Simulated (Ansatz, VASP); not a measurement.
**Two plane-wave programs on GaB**

```
Ga B
1.0
     2.71824    0.00000    0.00000
     0.00000    2.71824    0.00000
     0.00000    0.00000    3.36566
Ga B
1 1
Direct
  0.50000 0.50000 0.50000
  0.00000 0.00000 0.00000
```

Alike in both runs: task single point; functional PBE; k mesh 8 × 8 × 7; occupations fermi-dirac, width 0.05 eV; no spin polarisation.

|  | VASP | Ansatz |
| --- | --- | --- |
| version | VASP 6.6.1 | Ansatz 0.2.0 |
| potentials or method | VASP PAW PBE potentials, release 64 (Ga_d, B) | Ansatz PAW |
| plane-wave cutoff (eV) | 520 | 420 |
| valence electrons in the cell | 16 | 16 |

VASP gave:

| Quantity | Value |
| --- | --- |
| gap on the k mesh at the Fermi level (eV) | none |
| pressure (GPa) | -3.4 |
| traceless stress, the component that is largest in VASP (GPa) | -1.97 |

Question: Estimate Ansatz's values.

Answer: gap on the k mesh at the Fermi level (eV): none; pressure (GPa): -4.0; traceless stress, the component that is largest in VASP (GPa): -1.94.

A gap of «none» marks a metal or a gap that the smearing closes. With one functional, cell and mesh, what is left measures potentials, basis and numerics.
